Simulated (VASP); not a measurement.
# TaN (P6/mmm) in VASP: a series of runs

The runs below take TaN through single point, with PBE.

All numbers are computed with VASP 6.6.1; they aren't measurements. Logs are shortened: lines on timing, memory, paths and dates and some standing lists are left out, and cuts for length are marked.

### 1 The cell of the first run

It takes space group P6/mmm (No. 191, hexagonal). The conventional cell has a = 5.191 Å, b = 5.191 Å, c = 2.908 Å, α = 90.00°, β = 90.00°, γ = 120.00°. Within 3.4 Å of Ta (site symmetry 6/mmm) lie 6 N at 2.60 Å and 14 Ta at 2.91 to 3.33 Å. Ta (site symmetry -6m2) has 6 N at 2.09 Å within 2.8 Å. N (site symmetry mmm) has 6 Ta at 2.09 to 2.60 Å and 4 N at 2.60 Å within 2.8 Å.

### 2 Single point, PBE

Contents of INCAR:

```
SYSTEM = TaN
PREC     = Accurate       ! precision mode
ENCUT    = 520            ! plane-wave cutoff, eV
EDIFF    = 1E-6           ! SCF threshold, eV
ISMEAR   = 1              ! smearing method
SIGMA    = 0.25           ! smearing width, eV
LREAL    = .FALSE.        ! projectors in reciprocal space
LASPH    = .TRUE.         ! aspherical terms in the spheres
NELM     = 60             ! most SCF steps
ALGO     = Normal         ! electronic algorithm
ISIF     = 2              ! what is computed and relaxed
LWAVE    = .FALSE.        ! write WAVECAR
LCHARG   = .FALSE.        ! write CHGCAR
GGA      = PE             ! functional
NBANDS   = 33             ! bands
```

Contents of KPOINTS:

```
Automatic mesh
0
G
  5 5 8
  0 0 0
```

Contents of POSCAR:

```
TaN
1.0
    5.1910000000      0.0000000000      0.0000000000
   -2.5955000000      4.4955380000      0.0000000000
    0.0000000000      0.0000000000      2.9080000000
Ta N
3 3
Direct
    0.0000000000      0.0000000000      0.0000000000
    0.3333333333      0.6666666667      0.5000000000
    0.6666666667      0.3333333333      0.5000000000
    0.5000000000      0.0000000000      0.0000000000
    0.5000000000      0.5000000000      0.0000000000
    0.0000000000      0.5000000000      0.0000000000
```

Potentials or basis: VASP PAW PBE potentials, release 64 (Ta_pv, N).

The run is started by

```console
cat potpaw_PBE.64/Ta_pv/POTCAR potpaw_PBE.64/N/POTCAR > POTCAR
mpirun -np 1 vasp_std > vasp.out
```

OUTCAR:

```text
SYSTEM = TaN
   PREC = Accurate
   ENCUT = 520
   EDIFF = 1E-6
   ISMEAR = 1
   LREAL = .FALSE.
   LASPH = .TRUE.
   NELM = 60
   ISIF = 2
   GGA = PE

 ion  position               nearest neighbor table
   1  0.000  0.000  0.000-   4 2.60   4 2.60   6 2.60   6 2.60   5 2.60   5 2.60   3 3.33   3 3.33
                             2 3.33   2 3.33   2 3.33   3 3.33   2 3.33   3 3.33   2 3.33   3 3.33
   2  0.333  0.667  0.500-   6 2.09   6 2.09   5 2.09   5 2.09   4 2.09   4 2.09   3 3.00   3 3.00
                             3 3.00   1 3.33   1 3.33   1 3.33   1 3.33   1 3.33   1 3.33
   3  0.667  0.333  0.500-   6 2.09   6 2.09   5 2.09   5 2.09   4 2.09   4 2.09   2 3.00   2 3.00
                             2 3.00   1 3.33   1 3.33   1 3.33   1 3.33   1 3.33   1 3.33
   4  0.500  0.000  0.000-   2 2.09   3 2.09   2 2.09   3 2.09   1 2.60   1 2.60
   5  0.500  0.500  0.000-   2 2.09   3 2.09   2 2.09   3 2.09   1 2.60   1 2.60
   6  0.000  0.500  0.000-   2 2.09   3 2.09   2 2.09   3 2.09   1 2.60   1 2.60

  LATTYP: Found a hexagonal cell.
 ALAT       =     5.1910000000
 C/A-ratio  =     0.5602003468

  Lattice vectors:

 A1 = (   5.1910000000,   0.0000000000,   0.0000000000)
 A2 = (  -2.5955000000,   4.4955380000,   0.0000000000)
 A3 = (   0.0000000000,   0.0000000000,   2.9080000000)

Analysis of symmetry for initial positions (statically):
=====================================================================
 Subroutine PRICEL returns:
 Original cell was already a primitive cell.

 Routine SETGRP: Setting up the symmetry group for a
 hexagonal supercell.

 Subroutine GETGRP returns: Found 24 space group operations
 (whereof 24 operations were pure point group operations)
 out of a pool of 24 trial point group operations.

The static configuration has the point symmetry D_6h.

Analysis of symmetry for dynamics (positions and initial velocities):
=====================================================================
 Subroutine PRICEL returns:
 Original cell was already a primitive cell.

 Routine SETGRP: Setting up the symmetry group for a
 hexagonal supercell.

 Subroutine GETGRP returns: Found 24 space group operations
 (whereof 24 operations were pure point group operations)
 out of a pool of 24 trial point group operations.

The dynamic configuration has the point symmetry D_6h.

 Subroutine INISYM returns: Found 24 space group operations
 (whereof 24 operations are pure point group operations),
 and found     1 'primitive' translations

----------------------------------------------------------------------------------------

                                     Primitive cell

  volume of cell :      67.8621

  direct lattice vectors                    reciprocal lattice vectors
     5.191000000  0.000000000  0.000000000     0.192641110  0.111221393  0.000000000
    -2.595500000  4.495538000  0.000000000     0.000000000  0.222442787  0.000000000
     0.000000000  0.000000000  2.908000000     0.000000000  0.000000000  0.343878955

  length of vectors
     5.191000000  5.191000112  2.908000000     0.222442791  0.222442787  0.343878955

  position of ions in fractional coordinates (direct lattice)
     0.000000000  0.000000000  0.000000000
     0.333333333  0.666666667  0.500000000
     0.666666667  0.333333333  0.500000000
     0.500000000  0.000000000  0.000000000
     0.500000000  0.500000000  0.000000000
     0.000000000  0.500000000  0.000000000

  ion indices of the primitive-cell ions
   primitive index   ion index
                 1           1
                 2           2
                 3           3
                 4           4
                 5           5
                 6           6

----------------------------------------------------------------------------------------

 KPOINTS: Automatic mesh

Automatic generation of k-mesh.
 Grid dimensions read from file:
 generate k-points for:    5    5    8

 Generating k-lattice:

  Cartesian coordinates                     Fractional coordinates (reciprocal lattice)
     0.038528222  0.022244279  0.000000000     0.200000000  0.000000000  0.000000000
     0.000000000  0.044488557  0.000000000     0.000000000  0.200000000  0.000000000
     0.000000000  0.000000000  0.042984869     0.000000000  0.000000000  0.125000000

  Length of vectors
     0.044488558  0.044488557  0.042984869

  Shift w.r.t. Gamma in fractional coordinates (k-lattice)
     0.000000000  0.000000000  0.000000000

 Subroutine IBZKPT returns following result:
 ===========================================

 Found     25 irreducible k-points:

 Following reciprocal coordinates:
            Coordinates               Weight
  0.000000  0.000000  0.000000      1.000000
  0.200000  0.000000  0.000000      6.000000
  0.400000  0.000000  0.000000      6.000000
  0.200000  0.200000  0.000000      6.000000
  0.400000  0.200000  0.000000      6.000000
  0.000000  0.000000  0.125000      2.000000
[... 16 lines left out ...]
  0.400000  0.000000  0.500000      6.000000
  0.200000  0.200000  0.500000      6.000000
   k-points           NKPTS =     25   k-points in BZ     NKDIM =     25   number of bands    NBANDS=     33
   number of dos      NEDOS =    301   number of ions     NIONS =      6
   total plane-waves  NPLWV =  38400
   dimension x,y,z NGX =    40 NGY =   40 NGZ =   24
   dimension x,y,z NGXF=    80 NGYF=   80 NGZF=   48
   ions per type =               3   3
   NGX,Y,Z   is equivalent  to a cutoff of  12.81, 12.81, 13.72 a.u.
   NGXF,Y,Z  is equivalent  to a cutoff of  25.62, 25.62, 27.44 a.u.
 SYSTEM =  TaN
   PREC   = accura    normal or accurate (medium, high low for compatibility)
   ISTART =      0    job   : 0-new  1-cont  2-samecut
   ICHARG =      2    charge: 1-file 2-atom 10-const
   ISPIN  =      1    spin polarized calculation?
   LNONCOLLINEAR =      F non collinear calculations
   LSORBIT =      F    spin-orbit coupling
   LASPH  =      T    aspherical Exc in radial PAW
   ENCUT  =  520.0 eV  38.22 Ry    6.18 a.u.   9.65  9.65  5.41*2*pi/ulx,y,z
   NELM   =     60;   NELMIN=  2; NELMDL= -5     # of ELM steps
   EDIFF  = 0.1E-05   stopping-criterion for ELM
   LREAL  =      F    real-space projection
   EDIFFG = 0.1E-04   stopping-criterion for IOM
   NSW    =      0    number of steps for IOM
   IBRION =     -1    ionic relax: 0-MD 1-quasi-New 2-CG
   NFREE  =      0    steps in history (QN), initial steepest desc. (CG)
   ISIF   =      2    stress and relaxation
   ISYM   =      2    0-nonsym 1-usesym 2-fastsym
   POTIM  = 0.5000    time-step for ionic-motion
   TEBEG  =    0.0;   TEEND  =   0.0 temperature during run
   PSTRESS=    0.0 pullay stress
   NELECT =      48.0000    total number of electrons
   NUPDOWN=      -1.0000    fix difference up-down
   EMIN   =  10.00;   EMAX   =-10.00  energy-range for DOS
   EFERMI =   0.00;   METHOD = LEGACY
   ISMEAR =     1;   SIGMA  =   0.25  broadening in eV -4-tet -1-fermi 0-gaus
   EFERMI_NEDOS =   21; number of points for ismear=-14 and -15
   IALGO  =     38    algorithm
   IMIX   =      4    mixing-type and parameters
     AMIX     =   0.40;   BMIX     =  1.00
     AMIX_MAG =   1.60;   BMIX_MAG =  1.00
  volume/ion in A,a.u.               =      11.31        76.33
  Fermi-wavevector in a.u.,A,eV,Ry     =   1.458634  2.756418 28.947918  2.127612
  Thomas-Fermi vector in A             =   2.575295
   LORBIT       =      0    0 simple, 1 ext, 2 COOP (PROOUT), +10 PAW based schemes
   GGA     = PE    functional components
   LHFCALC =     F    Hartree Fock is set to
   AEXX    =    0.0000 exact exchange contribution
   IVDW    =     0    specifies the selected vdW correction
   LEPSILON=     F    determine dielectric tensor
   LRPA    =     F    only Hartree local field effects (RPA)
 non-spin polarized calculation
 Methfessel and Paxton  Order N= 1 SIGMA  =   0.25
  energy-cutoff  :      520.00
  volume of cell :       67.86
 maximum number of plane-waves:      1858
 NGX is ok and might be reduce to    40
   NGX = 19   NGY = 19   NGZ = 11

 number of electron      47.9999998 magnetization

 Free energy of the ion-electron system (eV)
  ---------------------------------------------------
  ext. energy  EPLUGINS =         0.00000000
  ---------------------------------------------------
  free energy    TOTEN  =       -64.73330117 eV

  energy without entropy =      -64.73591087  energy(sigma->0) =      -64.73417107

 E-fermi :   8.2273     XC(G=0): -13.0441

 val. band max:        8.1929723788   @ k =   0.0000   0.0000   0.3750
 cond. band min:       8.2726081744   @ k =   0.2000   0.0000   0.2500
 fundamental gap:      0.0796357957
 Fermi energy:         8.2272732862

 k-point     1 :       0.0000    0.0000    0.0000
  band No.  band energies     occupation
      1     -28.0203      2.00000
      2     -28.0203      2.00000
      3     -27.6268      2.00000
      4     -27.6268      2.00000
      5     -27.4037      2.00000
      6     -27.2811      2.00000
[... 25 lines left out ...]
     32      11.4685     -0.00000
     33      11.4685     -0.00000

 k-point     2 :       0.2000    0.0000    0.0000
  band No.  band energies     occupation
      1     -28.0470      2.00000
      2     -28.0014      2.00000
      3     -27.6117      2.00000
      4     -27.5900      2.00000
      5     -27.3920      2.00000
      6     -27.3199      2.00000
[... 25 lines left out ...]
     32      11.6177     -0.00000
     33      11.8284     -0.00000

 k-point     3 :       0.4000    0.0000    0.0000
  band No.  band energies     occupation
      1     -28.0837      2.00000
      2     -27.9271      2.00000
      3     -27.6748      2.00000
      4     -27.5331      2.00000
      5     -27.3651      2.00000
      6     -27.3385      2.00000
[... 25 lines left out ...]
     32      11.8186     -0.00000
     33      11.9566     -0.00000

 k-point     4 :       0.2000    0.2000    0.0000
  band No.  band energies     occupation
      1     -28.0651      2.00000
      2     -27.9600      2.00000
      3     -27.6593      2.00000
      4     -27.5407      2.00000
      5     -27.3718      2.00000
      6     -27.3386      2.00000
[... 25 lines left out ...]
     32      11.6215     -0.00000
     33      11.8256     -0.00000

 k-point     5 :       0.4000    0.2000    0.0000
  band No.  band energies     occupation
      1     -28.0730      2.00000
      2     -27.8852      2.00000
      3     -27.7616      2.00000
      4     -27.5122      2.00000
      5     -27.3492      2.00000
      6     -27.3242      2.00000
[... 604 lines left out ...]
 k-point    22 :       0.2000    0.0000    0.5000
  band No.  band energies     occupation
      1     -28.3184      2.00000
      2     -28.1245      2.00000
      3     -27.8696      2.00000
      4     -27.8316      2.00000
      5     -27.4830      2.00000
      6     -27.4320      2.00000
[... 25 lines left out ...]
     32      12.4451     -0.00000
     33      12.8254     -0.00000

 k-point    23 :       0.4000    0.0000    0.5000
  band No.  band energies     occupation
      1     -28.2851      2.00000
      2     -28.1697      2.00000
      3     -27.8842      2.00000
      4     -27.7787      2.00000
      5     -27.5458      2.00000
      6     -27.4165      2.00000
[... 25 lines left out ...]
     32      12.3636     -0.00000
     33      13.7254      0.00000

 k-point    24 :       0.2000    0.2000    0.5000
  band No.  band energies     occupation
      1     -28.2923      2.00000
      2     -28.1605      2.00000
      3     -27.8919      2.00000
      4     -27.7733      2.00000
      5     -27.5432      2.00000
      6     -27.4152      2.00000
[... 25 lines left out ...]
     32      12.1427     -0.00000
     33      13.5512      0.00000

 [... further k-points ...]
[... 5 lines left out ...]
  --------------------------------------------------------------------------------------
  -------------------------------------------------------------------------------------
  Total        4.2984471      4.2984473      4.6778295      0.0000000     -0.0000000      0.0000000
  in kB      101.4834120    101.4834178    110.4403741      0.0000000     -0.0000000      0.0000000
  external PRESSURE =     104.4690680 kB  Pullay stress =       0.0000000 kB

 VOLUME and BASIS-vectors are now :
 -----------------------------------------------------------------------------
  energy-cutoff  :      520.00
  volume of cell :       67.86
      direct lattice vectors                 reciprocal lattice vectors
     5.191000000  0.000000000  0.000000000     0.192641110  0.111221393  0.000000000
    -2.595500000  4.495538000  0.000000000     0.000000000  0.222442787  0.000000000
     0.000000000  0.000000000  2.908000000     0.000000000  0.000000000  0.343878955

 POSITION                                       TOTAL-FORCE (eV/Angst)
 -----------------------------------------------------------------------------------
      0.00000      0.00000      0.00000         0.000000      0.000000      0.000000
     -0.00000      2.99703      1.45400        -0.000000     -0.000000      0.000000
      2.59550      1.49851      1.45400        -0.000000      0.000000     -0.000000
      2.59550      0.00000      0.00000         0.000000      0.000000      0.000000
      1.29775      2.24777      0.00000         0.000000      0.000000      0.000000
     -1.29775      2.24777      0.00000         0.000000      0.000000      0.000000
 -----------------------------------------------------------------------------------
    total drift:                               -0.000000      0.000000     -0.000000

  FREE ENERGIE OF THE ION-ELECTRON SYSTEM (eV)
  ---------------------------------------------------
  free  energy   TOTEN  =       -64.7333011697 eV

  energy  without entropy=      -64.7359108722  energy(sigma->0) =      -64.73417107
```

Wall time 34 s (1 thread of AMD EPYC 9R45 (Zen 5), shared host); peak memory 0.18 GiB.

What came out:

```yaml
Free_energy: -64.7333 eV
Pressure: 10.4 GPa
Band_gap_on_the_k_mesh: zero (band 24 reaches 9.09 eV, above the bottom of band 25 at 6.96 eV)
```

Stress tensor (GPa, compression positive):
```
10.15  0.00  0.00
 0.00 10.15  0.00
 0.00  0.00 11.04
```

Caveat: spin-orbit coupling is left out, which moves the levels of the heavy elements.

### 3 Single point, PBE

Contents of INCAR:

```
SYSTEM = TaN
PREC     = Accurate       ! precision mode
ENCUT    = 520            ! plane-wave cutoff, eV
EDIFF    = 1E-7           ! SCF threshold, eV
ISMEAR   = 1              ! smearing method
SIGMA    = 0.15           ! smearing width, eV
LREAL    = .FALSE.        ! projectors in reciprocal space
LASPH    = .TRUE.         ! aspherical terms in the spheres
NELM     = 80             ! most SCF steps
ALGO     = Normal         ! electronic algorithm
ISIF     = 2              ! what is computed and relaxed
LWAVE    = .FALSE.        ! write WAVECAR
LCHARG   = .FALSE.        ! write CHGCAR
GGA      = PE             ! functional
NBANDS   = 33             ! bands
```

Contents of KPOINTS:

```
regular mesh
0
G
  5 5 8
  0 0 0
```

POSCAR is that of step 2.

Potentials or basis: VASP PAW PBE potentials, release 64 (Ta_pv, N).

The run is started by

```console
cat potpaw_PBE.64/Ta_pv/POTCAR potpaw_PBE.64/N/POTCAR > POTCAR
mpirun -np 1 vasp_std > vasp.out
```

It took 37 s on 1 thread of AMD EPYC 9R45 (Zen 5), shared host; peak memory 0.18 GiB.

The run converged. Its results:

```yaml
Free_energy: -64.7329 eV
Pressure: 10.5 GPa
Band_gap_on_the_k_mesh: zero (band 24 reaches 9.09 eV, above the bottom of band 25 at 6.96 eV)
```

Stress tensor (GPa, compression positive):
```
10.05  0.00  0.00
 0.00 10.05  0.00
 0.00  0.00 11.33
```

Levels at points of the mesh, in eV from the Fermi level:
```
           k point  band 20  band 21  band 22  band 23  band 24  band 25  band 26  band 27  band 28  band 29
(0.00, 0.00, 0.00)    -3.05    -3.05    -2.53    -2.09    -1.26    -1.26     0.81     0.81     1.23     2.15
(0.00, 0.00, 0.50)    -3.76    -3.14    -3.14    -1.96     0.87     0.87     1.45     1.77     2.51     2.51
```

Caveat: spin-orbit coupling is left out, which moves the levels of the heavy elements.
